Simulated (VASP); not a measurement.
# LiH (Fm-3m) in VASP: notebook, part 2 of 2

VASP 6.6.1.

## Step 3: Single point, PBE

INCAR reads:

```
PREC = Accurate ; ENCUT = 520
EDIFF = 1E-6 ; ISMEAR = 0
SIGMA = 0.01 ; LREAL = False
LASPH = True ; NELM = 100
ALGO = Normal ; ISIF = 2
LWAVE = False ; LCHARG = False
GGA = PE ; NBANDS = 9
```

KPOINTS reads:

```
regular mesh
0
Gamma
  8 8 8
```

POSCAR reads:

```
LiH
1.0
    0.0000000000      2.0029948411      2.0029948411
    2.0029948411      0.0000000000      2.0029948411
    2.0029948411      2.0029948411      0.0000000000
Li H
1 1
Direct
    0.0000000000      0.0000000000      0.0000000000
    0.5000000000      0.5000000000      0.5000000000
```

Potentials or basis: VASP PAW PBE potentials, release 64 (Li_sv, H).

Started as:

```sh
cat potpaw_PBE.64/Li_sv/POTCAR potpaw_PBE.64/H/POTCAR > POTCAR
mpirun -np 1 vasp_std > vasp.out
```

OUTCAR:

```text
PREC = Accurate
   ENCUT = 520
   EDIFF = 1E-6
   ISMEAR = 0
   LREAL = False
   LASPH = True
   NELM = 100
   ISIF = 2
   GGA = PE

 ion  position               nearest neighbor table
   1  0.000  0.000  0.000-
   2  0.500  0.500  0.500-

  LATTYP: Found a face centered cubic cell.
 ALAT       =     4.0059896822

  Lattice vectors:

 A1 = (   0.0000000000,   2.0029948411,   2.0029948411)
 A2 = (   2.0029948411,   0.0000000000,   2.0029948411)
 A3 = (   2.0029948411,   2.0029948411,   0.0000000000)

Analysis of symmetry for initial positions (statically):
=====================================================================
 Subroutine PRICEL returns:
 Original cell was already a primitive cell.

 Routine SETGRP: Setting up the symmetry group for a
 face centered cubic supercell.

 Subroutine GETGRP returns: Found 48 space group operations
 (whereof 48 operations were pure point group operations)
 out of a pool of 48 trial point group operations.

The static configuration has the point symmetry O_h .

Analysis of symmetry for dynamics (positions and initial velocities):
=====================================================================
[... 162 lines left out ...]
 cond. band min:       3.0781158295   @ k =   0.5000   0.5000   0.0000
 fundamental gap:      2.9776682143
 Fermi energy:         0.1512321835

 k-point     1 :       0.0000    0.0000    0.0000
  band No.  band energies     occupation
      1     -44.1890      2.00000
      2      -5.3401      2.00000
      3      16.2205      0.00000
      4      18.0108      0.00000
      5      18.0108      0.00000
      6      18.0108      0.00000
      7      22.7298      0.00000
      8      22.7298      0.00000
      9      22.7298      0.00000
[... 265 lines left out ...]
 k-point    24 :      -0.3750    0.2500    0.1250
  band No.  band energies     occupation
      1     -44.1351      2.00000
      2      -1.6185      2.00000
      3       5.1938      0.00000
      4       8.9564      0.00000
      5      13.4197      0.00000
      6      16.5425      0.00000
      7      23.1960      0.00000
      8      26.2598      0.00000
      9      27.4731      0.00000

 [... further k-points ...]
[... 5 lines left out ...]
  --------------------------------------------------------------------------------------
  -------------------------------------------------------------------------------------
  Total       -0.0225525     -0.0225525     -0.0225525     -0.0000000      0.0000000     -0.0000000
  in kB       -2.2482044     -2.2482044     -2.2482044     -0.0000000      0.0000000     -0.0000000
  external PRESSURE =      -2.2482044 kB  Pullay stress =       0.0000000 kB

 VOLUME and BASIS-vectors are now :
 -----------------------------------------------------------------------------
  energy-cutoff  :      520.00
  volume of cell :       16.07
      direct lattice vectors                 reciprocal lattice vectors
     0.000000000  2.002994841  2.002994841    -0.249626205  0.249626205  0.249626205
     2.002994841  0.000000000  2.002994841     0.249626205 -0.249626205  0.249626205
     2.002994841  2.002994841  0.000000000     0.249626205  0.249626205 -0.249626205

 POSITION                                       TOTAL-FORCE (eV/Angst)
 -----------------------------------------------------------------------------------
      0.00000      0.00000      0.00000        -0.000000     -0.000000     -0.000000
      2.00299      2.00299      2.00299         0.000000      0.000000      0.000000
 -----------------------------------------------------------------------------------
    total drift:                                0.000000     -0.000000     -0.000000

  FREE ENERGIE OF THE ION-ELECTRON SYSTEM (eV)
  ---------------------------------------------------
  free  energy   TOTEN  =        -6.1269185996 eV

  energy  without entropy=       -6.1269185996  energy(sigma->0) =       -6.12691860
```

OSZICAR:

```text
N       E                     dE             d eps       ncg     rms          rms(c)
DAV:   1    -0.160177349829E+01   -0.16018E+01   -0.14930E+03   530   0.397E+02
DAV:   2    -0.631556020661E+01   -0.47138E+01   -0.46892E+01   742   0.554E+01
DAV:   3    -0.636932181437E+01   -0.53762E-01   -0.53752E-01   669   0.516E+00
DAV:   4    -0.636966092812E+01   -0.33911E-03   -0.33910E-03   718   0.286E-01
DAV:   5    -0.636966175607E+01   -0.82795E-06   -0.82793E-06   669   0.106E-02    0.288E+00
DAV:   6    -0.618663776396E+01    0.18302E+00   -0.14873E-01   567   0.120E+00    0.144E+00
DAV:   7    -0.612520374269E+01    0.61434E-01   -0.19302E-01   601   0.154E+00    0.220E-01
DAV:   8    -0.612699376078E+01   -0.17900E-02   -0.42959E-03   612   0.429E-01    0.439E-02
DAV:   9    -0.612692509704E+01    0.68664E-04   -0.16004E-04   645   0.491E-02    0.648E-03
DAV:  10    -0.612691930418E+01    0.57929E-05   -0.63360E-06   631   0.181E-02    0.242E-03
DAV:  11    -0.612691859964E+01    0.70454E-06   -0.19492E-07   394   0.191E-03
   1 F= -.61269186E+01 E0= -.61269186E+01  d E =-.208213E-15
```

stdout:

```text
POSCAR found type information on POSCAR LiH
 POSCAR found :  2 types and       2 ions
 scaLAPACK will be used
 LDA part: xc-table for (Slater+PW92), standard interpolation
 POSCAR, INCAR and KPOINTS ok, starting setup
 FFT: planning ... GRIDC
 FFT: planning ... GRID_SOFT
 FFT: planning ... GRID
 WAVECAR not read
 entering main loop
```

Run time: 4 s. Hardware: 1 thread of AMD EPYC 7R43 (Zen 3), shared host; peak memory 0.09 GiB.

Results:

```
Free energy            : -6.1269 eV
Band gap on the k mesh : 2.98 eV, direct
```

Caveat: the cutoff is under 1.25 times the usual one of these potentials, so pressure, stress and relaxed cells hold a basis-set (Pulay) error. A k mesh can miss the band edges.

## Step 4: Single point, HSE06

POSCAR is that of step 3.

INCAR.step1 reads:

```
SYSTEM = LiH
ALGO = Normal
EDIFF = 1E-5
ENCUT = 520
GGA = PE
ISIF = 2
ISMEAR = 0
LASPH = .True.
LCHARG = .False.
LREAL = .False.
LWAVE = .True.
NBANDS = 9
NELM = 60
PREC = Accurate
SIGMA = 0.01
```

INCAR.step2 reads:

```
SYSTEM = LiH
ALGO = Normal
EDIFF = 1E-7
ENCUT = 520
GGA = PE
HFSCREEN = 0.2079
ISIF = 2
ISMEAR = 0
ISTART = 1
LASPH = .True.
LCHARG = .False.
LHFCALC = .True.
LREAL = .False.
LWAVE = .False.
NBANDS = 9
NELM = 60
PREC = Accurate
PRECFOCK = Normal
SIGMA = 0.01
```

KPOINTS reads:

```
k-points
0
Gamma
  6 6 6
  0 0 0
```

Started as:

```sh
cat potpaw_PBE.64/Li_sv/POTCAR potpaw_PBE.64/H/POTCAR > POTCAR
cp INCAR.step1 INCAR
mpirun -np 1 vasp_std > vasp.out
cp INCAR.step2 INCAR
mpirun -np 1 vasp_std > vasp.out
```

Run time: 97 s. Hardware: 1 thread of AMD EPYC 7R43 (Zen 3), shared host; peak memory 0.2 GiB.

It converged, with:

- Free energy: -6.7859 eV
- Band gap on the k mesh: 3.97 eV, direct

Levels at points of the mesh, in eV from the valence-band top:
| k point | band 1 | band 2 | band 3 | band 4 | band 5 |
| --- | --- | --- | --- | --- | --- |
| (0.00, 0.00, 0.00) | -47.29 | -6.08 | 17.97 | 19.49 | 19.49 |
| (0.50, 0.00, 0.00) | -47.23 | -2.88 | 5.97 | 15.28 | 18.03 |
| (0.50, 0.50, 0.00) | -47.22 | 0.00 | 3.97 | 12.18 | 12.18 |

Caveat: the k points lie up to 0.45 Å⁻¹ apart; the cutoff is under 1.25 times the usual one of these potentials, so pressure, stress and relaxed cells hold a basis-set (Pulay) error; the PAW data sets were made with another functional, which shifts forces and pressure a little.

## Step 5: The runs side by side

| level | k mesh | cutoff (eV) | grid for exact exchange (PRECFOCK) | screening parameter | gap on the mesh (eV) |
| --- | --- | --- | --- | --- | --- |
| r2SCAN | 6 × 6 × 6 | 830 | - | - | 3.58 |
| PBE | 8 × 8 × 8 | 520 | - | - | 2.98 |
| HSE06 | 6 × 6 × 6 | 520 | Normal | 0.2079 1/Å | 3.97 |

Alike in all rows: task single point; potentials or basis VASP PAW PBE potentials, release 64 (Li_sv, H); no spin polarisation; cell as given; smearing gaussian 0.01 eV.

Caveats: some runs use coarse meshes; the PAW data sets were made with another functional, which shifts forces and pressure a little (some runs); the cutoff is under 1.25 times the usual one of these potentials, so pressure, stress and relaxed cells hold a basis-set (Pulay) error (some runs).

Total energies depend on the potentials used, so only differences within one code and one set of settings carry meaning.
